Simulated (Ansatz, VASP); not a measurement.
# GaN in VASP and in Ansatz

File INCAR:

```
SYSTEM = GaN
PREC = Accurate ; ENCUT = 600
EDIFF = 1E-7 ; ISMEAR = 0
SIGMA = 0.02 ; LREAL = .FALSE.
LASPH = .TRUE. ; NELM = 60
ALGO = Normal ; ISIF = 3
LWAVE = .FALSE. ; LCHARG = .FALSE.
GGA = PS ; IBRION = 2
NSW = 100 ; EDIFFG = -0.005
```

KPOINTS

```
regular mesh
0
G
  9 9 6
  0 0 0
```

Contents of POSCAR:

```
GaN
1.0
    3.1889304035      0.0000000000      0.0000000000
   -1.5944652018      2.7616947404      0.0000000000
    0.0000000000      0.0000000000      5.1923572500
Ga N
2 2
Direct
    0.6666666700      0.3333333300      0.4990837100
    0.3333333300      0.6666666700      0.9990837100
    0.6666666700      0.3333333300      0.8759162900
    0.3333333300      0.6666666700      0.3759162900
```

Input for Ansatz:

```yaml
crystal:
  lattice:
    - [3.1889304035, 0.0, 0.0]
    - [-1.5944652018, 2.7616947404, 0.0]
    - [0.0, 0.0, 5.19235725]
  atoms:
    - { symbol: Ga, position: [0.66666667, 0.33333333, 0.49908371] }
    - { symbol: Ga, position: [0.33333333, 0.66666667, 0.99908371] }
    - { symbol: "N", position: [0.66666667, 0.33333333, 0.87591629] }
    - { symbol: "N", position: [0.33333333, 0.66666667, 0.37591629] }
basis:
  ecutwfc: 420
kpoints:
  mp_grid: { grid: [9, 9, 6] }
hamiltonian:
  xc: pbesol
scf:
  occupations: { method: gaussian, width: 0.02 }
output:
  forces: true
  stress: true
  eigenvalues: true
relax:
  adjacent_minimum: "off"
  f_tol: 0.005
  max_steps: 80
  cell: { stress_tol: 0.05 }
```

Alike in both runs: task relaxation of cell and atoms; functional PBEsol; k mesh 9 × 9 × 6; occupations gaussian, width 0.02 eV; no spin polarisation.

|  | VASP | Ansatz |
| --- | --- | --- |
| version | VASP 6.6.1 | Ansatz 0.2.0 |
| potentials or method | VASP PAW PBE potentials, release 64 (Ga_d, N), cutoff 600 eV | scalar-relativistic, plane waves, PAW |
| valence electrons in the cell | 36 | 36 |

```csv
,VASP,Ansatz,Ansatz less VASP
"gap on the k mesh at the Fermi level, each at its own relaxed structure (eV)",1.91,1.88,-0.033
relaxed volume (Å³/atom),11.35,11.37,+0.023
relaxed cell length with the largest relative difference (Å),5.181,5.185,+0.0038
```

VASP's potentials were made for PBE, not for PBEsol.
